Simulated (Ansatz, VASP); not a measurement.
**Sn in VASP and in Ansatz**

The input INCAR:

```
SYSTEM = Sn
  ALGO = Normal
  EDIFF = 1E-6
  ENCUT = 500
  GGA = PE
  GGA_COMPAT = .FALSE.
  ISIF = 2
  ISMEAR = 0
  LASPH = .TRUE.
  LCHARG = .FALSE.
  LREAL = .FALSE.
  LWAVE = .FALSE.
  NBANDS = 13
  NELM = 120
  PREC = Accurate
  SIGMA = 0.1
```

File KPOINTS:

```
k-points
0
G
  6 6 6
  0 0 0
```

Contents of POSCAR:

```
Sn
1.0
    0.0000000000      2.3392937758      2.3392937758
    2.3392937758      0.0000000000      2.3392937758
    2.3392937758      2.3392937758      0.0000000000
Sn
1
Direct
    0.0000000000      0.0000000000      0.0000000000
```

Input for Ansatz:

```yaml
crystal:
  lattice:
    - [0.0, 2.3392937758, 2.3392937758]
    - [2.3392937758, 0.0, 2.3392937758]
    - [2.3392937758, 2.3392937758, 0.0]
  atoms:
    - { symbol: Sn, position: [0.0, 0.0, 0.0] }
basis:
  ecutwfc: 420
kpoints:
  mp_grid: { grid: [6, 6, 6] }
hamiltonian:
  xc: pbe
scf:
  occupations: { method: gaussian, width: 0.1 }
output:
  forces: true
  stress: true
  eigenvalues: true
```

Alike in both runs: task single point; functional PBE; k mesh 6 × 6 × 6; occupations gaussian, width 0.1 eV; no spin polarisation.

|  | VASP | Ansatz |
| --- | --- | --- |
| version | VASP 6.6.1 | Ansatz 0.2.0 |
| potentials or method | VASP PAW PBE potentials, release 64 (Sn_d), cutoff 500 eV | scalar-relativistic, plane waves, PAW |
| valence electrons in the cell | 14 | 14 |

```tsv
	VASP	Ansatz	Ansatz less VASP
gap on the k mesh at the Fermi level (eV)	none	none	-
pressure (GPa)	6.6	6.6	+0.03
```

A gap of «none» marks a metal or a gap that the smearing closes.

The k mesh is coarse, so the values compare programs but aren't converged.
